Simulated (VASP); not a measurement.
Runs of VASP 6.6.1 on HfTaN2. The structure is trigonal, space group R-3m (No. 166). Conventional cell: a = 3.173 Å, b = 3.173 Å, c = 15.403 Å, α = 90.00°, β = 90.00°, γ = 120.00°. Hf (site symmetry -3m) has 6 N at 2.23 Å within 3.0 Å. Within 3.0 Å of Ta (site symmetry -3m) lie 6 N at 2.24 Å. Within 3.0 Å of N (site symmetry 3m) lie 3 Hf at 2.23 Å and 3 Ta at 2.24 Å. 

```tsv
k mesh	gap on the mesh (eV)	pressure (GPa)	largest force (eV/Å)
5 × 5 × 5	none	(b)	0.10
7 × 7 × 7	none	-14.4	0.08
3 × 3 × 3	none	(a)	0.82
6 × 6 × 6	none	-14.1	0.06
4 × 4 × 4	none	-14.0	0.20
```

Alike in all rows: task single point; level LDA; potentials or basis VASP PAW LDA potentials, release 64 (Hf_pv, Ta_pv, N); no spin polarisation; cell as given; cutoff (eV) 600; smearing fermi-dirac 0.01 eV.

Task: Fill in the values left out.

Result: (a) -12.9; (b) -14.5.

Caveats: some runs use coarse meshes; spin-orbit coupling is left out, which moves the levels of the heavy elements; an odd number of electrons without spin polarisation forces a metal; a magnetic or distorted state may lie lower; the cell stands under tension (at least some runs).

A k mesh can miss the band edges, and the runs leave out spin-orbit coupling on Hf, Ta.

A gap of «none» marks levels without a gap at the run's occupations.
